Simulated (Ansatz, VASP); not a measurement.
# Au3C in VASP and in Ansatz

The input INCAR:

```
SYSTEM = Au3C
  PREC = Accurate
  ENCUT = 520
  EDIFF = 1E-6
  ISMEAR = 0
  SIGMA = 0.1
  LREAL = .FALSE.
  LASPH = .TRUE.
  NELM = 100
  ALGO = Normal
  ISIF = 2
  LWAVE = .FALSE.
  LCHARG = .TRUE.
  LDIPOL = .TRUE.
  IDIPOL = 3
  DIPOL = 0.5 0.5 0.353
  GGA = PE
  LELF = .TRUE.
  LVHAR = .TRUE.
  LVACPOTAV = .TRUE.
  NBANDS = 26
```

File KPOINTS:

```
Automatic mesh
0
G
  9 9 1
  0 0 0
```

Contents of POSCAR:

```
Au3C
1.0
    2.9402049748      0.0000000000      0.0000000000
   -1.4701024874      2.5462922005      0.0000000000
    0.0000000000      0.0000000000     21.8974947720
Au C
3 1
Direct
    0.6666666667      0.3333333333      0.1826692981
    0.3333333333      0.6666666667      0.2945190844
    0.0000000000      0.0000000000      0.4063247812
    0.6666666667     -0.6666666667      0.5282565377
```

Input for Ansatz:

```yaml
crystal:
  lattice:
    - [2.9402049748, 0.0, 0.0]
    - [-1.4701024874, 2.5462922005, 0.0]
    - [0.0, 0.0, 21.897494772]
  atoms:
    - { symbol: Au, position: [0.6666666667, 0.3333333333, 0.1826692981] }
    - { symbol: Au, position: [0.3333333333, 0.6666666667, 0.2945190844] }
    - { symbol: Au, position: [0.0, 0.0, 0.4063247812] }
    - { symbol: C, position: [0.6666666667, -0.6666666667, 0.5282565377] }
basis:
  ecutwfc: 420
kpoints:
  mp_grid: { grid: [9, 9, 1] }
hamiltonian:
  xc: pbe
scf:
  occupations: { method: gaussian, width: 0.1 }
output:
  forces: true
  eigenvalues: true
efield:
  axis: 3
  dipole_correction: true
  ramp_width: 0.04
```

Alike in both runs: task single point; functional PBE; k mesh 9 × 9 × 1; occupations gaussian, width 0.1 eV; no spin polarisation.

|  | VASP | Ansatz |
| --- | --- | --- |
| version | VASP 6.6.1 | Ansatz 0.2.0 |
| potentials or method | VASP PAW PBE potentials, release 64 (Au, C), cutoff 520 eV | scalar-relativistic, plane waves, PAW |
| valence electrons in the cell | 37 | 61 |

VASP gave:

* gap on the k mesh at the Fermi level (eV): none
* rms of the force components (eV/Å): 0.363
* work function, face that differs most (eV): 5.24

**Question.** Estimate Ansatz's values.

**Answer.** gap on the k mesh at the Fermi level (eV): none; rms of the force components (eV/Å): 0.364; work function, face that differs most (eV): 5.24.

Atom by atom the forces differ by 0.003 eV/Å (rms over components). A gap of «none» marks a metal or a gap that the smearing closes. VASP's potentials hold 37 valence electrons a cell and Ansatz's 61, so a difference there can come from the potentials and not from the codes.

Neither program's run includes spin-orbit coupling.
